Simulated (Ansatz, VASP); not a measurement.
Two plane-wave programs on BaTiO3

```
CELL_PARAMETERS angstrom
3.99980 0.00000 0.00000
0.00000 3.99980 0.00000
0.00000 0.00000 3.97782
ATOMIC_POSITIONS crystal
Ba 0.00000 0.00000 0.99703
Ti 0.50000 0.50000 0.48265
O 0.50000 0.50000 0.02227
O 0.50000 0.00000 0.51302
O 0.00000 0.50000 0.51302
```

Change from the starting cell: z stretched by -1 %, ions relaxed.

Alike in both runs: task relaxation of the atoms; functional PBE; k mesh 8 × 8 × 8; occupations fermi-dirac, width 0.02 eV; no spin polarisation.

|  | VASP | Ansatz |
| --- | --- | --- |
| version | VASP 6.6.1 | Ansatz 0.2.0 |
| potentials or method | VASP PAW PBE potentials, release 64 (Ba_sv, Ti_sv, O) | plane-wave PAW, scalar-relativistic |
| plane-wave cutoff (eV) | 520 | 420 |
| valence electrons in the cell | 40 | 40 |

|  | VASP | Ansatz | Ansatz less VASP |
| --- | --- | --- | --- |
| gap on the k mesh at the Fermi level, each at its own relaxed structure (eV) | 1.79 | 1.86 | +0.075 |

Ansatz's warnings: stress scf threshold loose.

Spin-orbit coupling is off throughout.
